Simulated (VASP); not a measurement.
Write the native input for VASP 6.6.1 that does the following.

| Quantity | Value |
| --- | --- |
| Task | single point |
| Functional | revPBE |
| Potentials or basis | VASP PAW PBE potentials, release 64 (Eu) |
| Cutoff | 520 eV |
| k mesh | 8 × 8 × 8 |
| Occupations | methfessel-paxton, width 0.025 eV |
| Spin | collinear spin, ferromagnetic start |
| Starting moments | [7.97] μB |
| Hubbard terms | Eu f U = 6.0 eV |
| Dipole correction | no |
| k mesh for the DOS | 12 × 12 × 12 |
| Occupations for the DOS | tetrahedron |
| Further INCAR settings | ALGO = Normal; EDIFF = 1e-07; NBANDS = 18 |

Crystal: Eu.

```
Eu
1.0
     3.98891    0.00000    0.00000
    -1.32964    3.76078    0.00000
    -1.32964   -1.88039    3.25693
Eu
1
Cartesian
  0.0000 0.0000 0.0000
```

One way to write it, as run:

POSCAR

```
Eu
1.0
    3.9889130098      0.0000000000      0.0000000000
   -1.3296376699      3.7607832517      0.0000000000
   -1.3296376699     -1.8803916259      3.2569338341
Eu
1
Direct
    0.0000000000      0.0000000000      0.0000000000
```

INCAR.step1

```
SYSTEM = Eu
PREC = Accurate
ENCUT = 520
EDIFF = 1E-7
ISMEAR = 1
SIGMA = 0.025
LREAL = .False.
LASPH = .True.
NELM = 150
ALGO = Normal
ISIF = 2
LWAVE = .False.
LCHARG = .True.
ISPIN = 2
MAGMOM = 7.97
LMAXMIX = 6
LDAU = .True.
LDAUTYPE = 2
LDAUL = 3
LDAUU = 6
LDAUJ = 0
LDAUPRINT = 1
GGA = RE
NBANDS = 18
```

KPOINTS.step1

```
Automatic mesh
0
Gamma
  8 8 8
  0 0 0
```

INCAR.step2

```
SYSTEM = Eu
PREC = Accurate
ENCUT = 520
EDIFF = 1E-7
ISMEAR = -5
SIGMA = 0.025
LREAL = .False.
LASPH = .True.
NELM = 150
ALGO = Normal
ISIF = 2
LWAVE = .False.
LCHARG = .False.
ISPIN = 2
MAGMOM = 7.97
LORBIT = 11
LMAXMIX = 6
LDAU = .True.
LDAUTYPE = 2
LDAUL = 3
LDAUU = 6
LDAUJ = 0
LDAUPRINT = 1
GGA = RE
NBANDS = 18
NEDOS = 1001
ICHARG = 11
```

KPOINTS.step2

```
Automatic mesh
0
Gamma
  12 12 12
  0 0 0
```

Potentials or basis: VASP PAW PBE potentials, release 64 (Eu).

Run with:

```sh
$ cat potpaw_PBE.64/Eu/POTCAR > POTCAR
$ cp INCAR.step1 INCAR
$ cp KPOINTS.step1 KPOINTS
$ mpirun -np 1 vasp_std > vasp.out
$ cp INCAR.step2 INCAR
$ cp KPOINTS.step2 KPOINTS
$ mpirun -np 1 vasp_std > vasp.out
```

It gave:

The net moment is 7.41 μB per cell, the site moments are Eu +6.81 μB and the valence electrons inside the program's atomic spheres are Eu 14.87.

Wall time 2.5 min on 1 thread of Intel(R) Xeon(R) Platinum 8488C (Sapphire Rapids), on a shared host, peak memory 0.25 GiB.
